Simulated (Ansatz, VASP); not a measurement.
SrO in VASP and in Ansatz

File POSCAR:

```
SrO
1.0
    0.0000000000      2.5638969941      2.5638969941
    2.5638969941      0.0000000000      2.5638969941
    2.5638969941      2.5638969941      0.0000000000
Sr O
1 1
Direct
    0.0000000000      0.0000000000      0.0000000000
    0.5000000000      0.5000000000      0.5000000000
```

Contents of INCAR.step1:

```
SYSTEM = SrO
PREC = Accurate
ENCUT = 520
ISMEAR = 0
SIGMA = 0.01
LREAL = .False.
LASPH = .True.
NELM = 100
NBANDS = 15
GGA = PE
ALGO = Normal
EDIFF = 1E-4
LWAVE = .True.
LCHARG = .False.
```

File INCAR.step2:

```
SYSTEM = SrO
PREC = Accurate
ENCUT = 520
EDIFF = 1E-7
ISMEAR = 0
SIGMA = 0.01
LREAL = .False.
LASPH = .True.
NELM = 100
ALGO = Normal
ISIF = 2
LWAVE = .False.
LCHARG = .False.
METAGGA = R2SCAN
LMIXTAU = .True.
NBANDS = 15
ISTART = 1
```

The input KPOINTS:

```
regular mesh
0
Gamma
  8 8 8
  0 0 0
```

Input for Ansatz:

```yaml
crystal:
  lattice:
    - [0.0, 2.5638969941, 2.5638969941]
    - [2.5638969941, 0.0, 2.5638969941]
    - [2.5638969941, 2.5638969941, 0.0]
  atoms:
    - { symbol: Sr, position: [0.0, 0.0, 0.0] }
    - { symbol: O, position: [0.5, 0.5, 0.5] }
kpoints:
  mp_grid: { grid: [8, 8, 8] }
  band_path:
    path:
      - [0.0, 0.0, 0.0]
      - [0.5, 0.0, 0.5]
      - [0.625, 0.25, 0.625]
      - [0.375, 0.375, 0.75]
      - [0.5, 0.5, 0.5]
      - [0.5, 0.25, 0.75]
    npoints: 1
hamiltonian:
  xc: r2scan
scf:
  occupations: { method: fixed }
  n_extra_bands: 4
output:
  forces: true
  stress: true
  eigenvalues: true
```

Change from the starting cell: hydrostatic strain -0.6%.

Alike in both runs: task single point; functional r2SCAN; k mesh 8 × 8 × 8; no spin polarisation.

```csv
,VASP,Ansatz
version,VASP 6.6.1,Ansatz 0.2.0
potentials or method,"VASP PAW PBE potentials, release 64 (Sr_sv, O)","plane waves, PAW"
plane-wave cutoff (eV),520,500
occupations,"gaussian, width 0.01 eV",fixed
valence electrons in the cell,16,16
```

Ansatz gave:

* gap on the k mesh at the Fermi level (eV): 3.79
* pressure (GPa): 1.8

**Question.** What did VASP give for the same quantities?

**Answer.** gap on the k mesh at the Fermi level (eV): 3.74; pressure (GPa): 2.4.

VASP's potentials were made for PBE, not for r2SCAN.
